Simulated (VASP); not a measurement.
**AlNi: single point with PBE**

Crystal: AlNi.

```
Al Ni
1.0
     0.00000   -2.89308    0.00000
     0.00000    0.00000   -2.89308
     8.92925    0.00000    0.00000
Al Ni
3 3
Direct
  0.00000 0.00000 0.89099
  0.00000 0.00000 0.24298
  0.00000 0.00000 0.56699
  0.50000 0.50000 0.08098
  0.50000 0.50000 0.40498
  0.50000 0.50000 0.72899
```

This cell differs from its parent crystal: the distance across one plane changed.

```json
{"Program": "VASP 6.6.1", "Task": "single point", "Functional": "PBE", "Potentials or basis": "VASP PAW PBE potentials, release 64 (Al, Ni)", "Cutoff": "520 eV", "k mesh": "20 × 20 × 7", "Occupations": "gaussian, width 0.15 eV", "Spin": "no spin polarisation"}
```

```json
{"Pressure": "-3.5 GPa", "Largest force": "0.842 eV/Å", "Band gap on the k mesh": "zero (an odd number of electrons rules out a gap without spin polarisation)"}
```

Forces in eV/Å, atoms in the order of the input:
```
Al   0.842  0.000  0.000
Al  -0.333  0.000  0.000
Al   0.012  0.000  0.000
Ni  -0.553  0.000  0.000
Ni  -0.005  0.000  0.000
Ni   0.037  0.000  0.000
```

Stress tensor (GPa, compression positive):
```
-4.51  0.00  0.00
 0.00 -2.97  0.00
 0.00  0.00 -2.97
```

Levels at points of the mesh, in eV from the Fermi level:
```
           k point  band 16  band 17  band 18  band 19  band 20  band 21  band 22  band 23
(0.00, 0.00, 0.00)    -1.45    -1.45    -1.20    -0.53    -0.18     4.76     5.62     5.62
(0.50, 0.00, 0.00)    -1.79    -1.72    -1.36    -0.77    -0.71    -0.51     2.68     2.99
(0.50, 0.50, 0.00)    -0.98    -0.77     0.44     0.44     0.76     0.76     1.53     1.76
```

Wall time 7.1 min on 1 thread of Oxide Virtual Turin-like Processor, with other jobs on the host, peak memory 0.5 GiB.

Caveat: the cell differs from its parent crystal (the distance across one plane changed); the cell stands under tension. Spin polarisation is off, so any magnetic state and its effect on volume and gap are missing.
